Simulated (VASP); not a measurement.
Wanted: the native input for a VASP 6.6.1 run.

- Task: single point
- Functional: r2SCAN
- Potentials or basis: VASP PAW PBE potentials, release 64 (Re, S)
- Cutoff: 520 eV
- k mesh: 14 × 14 × 14
- Occupations: gaussian, width 0.1 eV
- Spin: no spin polarisation
- Dipole correction: no
- Further INCAR settings: ALGO = Normal; EDIFF = 1e-06; NBANDS = 14

ReS:

```
Re S
1.0
     3.01842    0.00000    0.00000
     0.00000    3.01842    0.00000
     0.00000    0.00000    3.01842
Re S
1 1
Direct
  0.00000 0.00000 0.00000
  0.50000 0.50000 0.50000
```

The input as run:

POSCAR

```
ReS
1.0
    3.0184203185      0.0000000000      0.0000000000
    0.0000000000      3.0184203185      0.0000000000
    0.0000000000      0.0000000000      3.0184203185
Re S
1 1
Direct
    0.0000000000      0.0000000000      0.0000000000
    0.5000000000      0.5000000000      0.5000000000
```

INCAR.step1

```
PREC = Accurate
ENCUT = 520
ISMEAR = 0
SIGMA = 0.1
LREAL = False
LASPH = True
NELM = 80
NBANDS = 14
GGA = PE
ALGO = Normal
EDIFF = 1E-4
LWAVE = True
LCHARG = False
```

INCAR.step2

```
PREC = Accurate
ENCUT = 520
EDIFF = 1E-6
ISMEAR = 0
SIGMA = 0.1
LREAL = False
LASPH = True
NELM = 80
ALGO = Normal
ISIF = 2
LWAVE = False
LCHARG = False
METAGGA = R2SCAN
LMIXTAU = True
NBANDS = 14
ISTART = 1
```

KPOINTS

```
Automatic mesh
0
Gamma
  14 14 14
```

Potentials or basis: VASP PAW PBE potentials, release 64 (Re, S).

Launch:

```console
$ cat potpaw_PBE.64/Re/POTCAR potpaw_PBE.64/S/POTCAR > POTCAR
$ cp INCAR.step1 INCAR
$ mpirun -np 1 vasp_std > vasp.out
$ cp INCAR.step2 INCAR
$ mpirun -np 1 vasp_std > vasp.out
```

It gave:

The pressure is -12.9 GPa.

Caveat: the PAW data sets were made with another functional, which shifts forces and pressure a little.

It took 64 s on 1 thread of Intel Xeon 6975P-C, on a shared host, peak memory 0.18 GiB.
